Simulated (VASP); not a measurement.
A run of VASP 6.6.1 is set up as follows.

INCAR

```
ALGO = Normal
EDIFF = 1E-6
ENCUT = 520
GGA = PS
ISIF = 2
ISMEAR = -1
LASPH = T
LCHARG = F
LREAL = F
LWAVE = F
NBANDS = 16
NELM = 60
PREC = Accurate
SIGMA = 0.1
```

File KPOINTS:

```
k-points
0
Gamma
  16 16 12
```

POSCAR

```
ZrB2
1.0
    3.1183201305      0.0000000000      0.0000000000
   -1.5591600652      2.7005444501      0.0000000000
    0.0000000000      0.0000000000      3.4583658780
Zr B
1 2
Direct
    0.0000000000      0.0000000000      0.0000000000
    0.3333333333      0.6666666667      0.5000000000
    0.6666666667      0.3333333333      0.5000000000
```

Potentials or basis: VASP PAW PBE potentials, release 64 (Zr_sv, B).

Run with:

```console
$ cat potpaw_PBE.64/Zr_sv/POTCAR potpaw_PBE.64/B/POTCAR > POTCAR
$ mpirun -np 1 vasp_std > vasp.out
```

(1) What does it give for the pressure?

(2) Predict the band gap on the k mesh.

Results:

(1) 10.4 GPa.

(2) zero (bands 9 and 10 overlap by 1.19 eV).

Caveat: the cell stands under pressure; the PAW data sets were made with another functional, which shifts forces and pressure a little.
